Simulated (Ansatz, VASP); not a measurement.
CdS in VASP and in Ansatz

Contents of INCAR:

```
PREC = Accurate
ENCUT = 520
EDIFF = 1E-7
ISMEAR = 0
SIGMA = 0.01
LREAL = False
LASPH = True
NELM = 100
ALGO = Normal
ISIF = 2
LWAVE = False
LCHARG = False
GGA = PE
NBANDS = 26
```

File KPOINTS:

```
regular mesh
0
Gamma
  6 6 4
```

POSCAR

```
CdS
1.0
    3.8410415951      0.0000000000      0.0000000000
   -1.9205207975      3.3264395983      0.0000000000
    0.0000000000      0.0000000000      6.4452705832
Cd S
2 2
Direct
    0.0000000000      0.0000000000      0.0000000000
    0.0000000000      0.0000000000      0.5000000000
    0.3333333333      0.6666666667      0.2500000000
    0.6666666667      0.3333333333      0.7500000000
```

Input for Ansatz:

```yaml
crystal:
  lattice:
    - [3.8410415951, 0.0, 0.0]
    - [-1.9205207975, 3.3264395983, 0.0]
    - [0.0, 0.0, 6.4452705832]
  atoms:
    - { symbol: Cd, position: [0.0, 0.0, 0.0] }
    - { symbol: Cd, position: [0.0, 0.0, 0.5] }
    - { symbol: S, position: [0.3333333333, 0.6666666667, 0.25] }
    - { symbol: S, position: [0.6666666667, 0.3333333333, 0.75] }
kpoints:
  mp_grid: { grid: [6, 6, 4] }
hamiltonian:
  xc: pbe
scf:
  occupations: { method: fixed }
output:
  optics:
    e_range: [0, 12]
    de: 0.05
    sigma: 0.1
    bands: { spectra_wanted_up_to: 12 }
```

Alike in both runs: task single point; functional PBE; k mesh 6 × 6 × 4; no spin polarisation.

```csv
,VASP,Ansatz
version,VASP 6.6.1,Ansatz 0.2.0
potentials or method,"VASP PAW PBE potentials, release 64 (Cd, S)","plane waves, PAW"
plane-wave cutoff (eV),520,420
occupations,"gaussian, width 0.01 eV",fixed
valence electrons in the cell,36,52
```

```csv
,VASP,Ansatz,Ansatz less VASP
gap on the k mesh at the Fermi level (eV),0.63,0.64,+0.005
```

VASP's potentials hold 36 valence electrons a cell and Ansatz's 52, so a difference there can come from the potentials and not from the codes.
